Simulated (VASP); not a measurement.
Crystal: BN.

```
B N
1.0
     0.00000    1.74583    1.74583
     1.74583    0.00000    1.74583
     1.74583    1.74583    0.00000
B N
1 1
Direct
  0.00000 0.00000 0.00000
  0.50000 0.50000 0.50000
```

Base run:

| Quantity | Value |
| --- | --- |
| Program | VASP 6.6.1 |
| Functional | PBEsol |
| Potentials or basis | VASP PAW PBE potentials, release 64 (B, N) |
| Cutoff | 600 eV |
| k mesh | 8 × 8 × 8 |
| Occupations | gaussian, width 0.01 eV |
| Spin | no spin polarisation |

Its results: band gap on the k mesh 1.37 eV, indirect (least direct gap 5.83 eV); pressure -3.0 GPa.

The run is repeated on the same cell with these changes: functional from PBEsol to PBE-based screened hybrid; cutoff from 600 eV to 520 eV; k mesh from 8 × 8 × 8 to 6 × 6 × 6. What comes out?

Band gap on the k mesh 1.98 eV, indirect (least direct gap 6.88 eV); pressure -3.9 GPa.

Several settings changed at once, so the effect can't be laid on one alone.

Caveats: some runs use coarse meshes; the PAW data sets were made with another functional, which shifts forces and pressure a little.

A k mesh can miss the band edges.
